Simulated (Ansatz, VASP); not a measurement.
## Cu in VASP and in Ansatz

```
CELL_PARAMETERS angstrom
2.53410 0.00000 0.00000
-1.26705 2.19459 0.00000
0.00000 0.00000 4.11257
ATOMIC_POSITIONS crystal
Cu 0.66667 0.33333 0.75000
Cu 0.33333 0.66667 0.25000
```

Alike in both runs: functional PBEsol-based screened hybrid with a share of 0.25 of exact exchange and HFSCREEN = 0.207; k mesh 6 × 6 × 4; occupations fermi-dirac, width 0.05 eV; no spin polarisation.

|  | VASP | Ansatz |
| --- | --- | --- |
| version | VASP 6.6.1 | Ansatz 0.2.0 |
| potentials or method | VASP PAW PBE potentials, release 64 (Cu) | Ansatz PAW |
| plane-wave cutoff (eV) | 520 | 420 |
| valence electrons in the cell | 22 | 38 |
| task | single point | band structure |

```csv
,VASP,Ansatz,Ansatz less VASP
gap on the k mesh at the Fermi level (eV),none,none,-
pressure (GPa),2.3,2.0,-0.35
"traceless stress, the component that is largest in VASP (GPa)",-1.86,-1.87,-0.007
```

VASP's potentials were made for PBE, not for PBEsol-based screened hybrid. A gap of «none» marks a metal or a gap that the smearing closes. VASP's potentials hold 22 valence electrons a cell and Ansatz's 38, so a difference there can come from the potentials and not from the codes.

The k mesh is coarse, so the values compare programs but aren't converged.
